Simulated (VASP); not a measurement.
Here is a VASP 6.6.1 calculation.

POSCAR

```
Ag
1.0
   -1.6556540000      1.6556540000      1.4073059000
    1.6556540000     -1.6556540000      1.4073059000
    1.6556540000      1.6556540000     -1.4073059000
Ag
1
Direct
    0.0000000000      0.0000000000      0.0000000000
```

The input INCAR.step1:

```
ALGO = Normal
EDIFF = 1E-4
ENCUT = 520
GGA = PE
ISMEAR = 0
LASPH = T
LCHARG = F
LREAL = F
LWAVE = T
NBANDS = 12
NELM = 80
PREC = Accurate
SIGMA = 0.15
```

File INCAR.step2:

```
ALGO = Normal
EDIFF = 1E-6
ENCUT = 520
ISIF = 2
ISMEAR = 0
ISTART = 1
LASPH = T
LCHARG = F
LMIXTAU = T
LREAL = F
LWAVE = F
METAGGA = R2SCAN
NBANDS = 12
NELM = 80
PREC = Accurate
SIGMA = 0.15
```

Contents of KPOINTS:

```
k-points
0
Gamma
  20 20 20
```

Potentials or basis: VASP PAW PBE potentials, release 64 (Ag).

Command:

```bash
$ cat potpaw_PBE.64/Ag/POTCAR > POTCAR
$ cp INCAR.step1 INCAR
$ mpirun -np 1 vasp_std > vasp.out
$ cp INCAR.step2 INCAR
$ mpirun -np 1 vasp_std > vasp.out
```

Question: Predict the band gap on the k mesh.

Answer: Zero (an odd number of electrons rules out a gap without spin polarisation).

Question: What does it give for the pressure?

Answer: 18.4 GPa.

Stress tensor (GPa, compression positive):
```
17.12  0.00  0.00
 0.00 17.12  0.00
 0.00  0.00 20.99
```

Caveat: the cell differs from its parent crystal (strain -0.1500 x Voigt [0, 0, 1, 0, 0, 0]); the cell stands under pressure; the PAW data sets were made with another functional, which shifts forces and pressure a little.
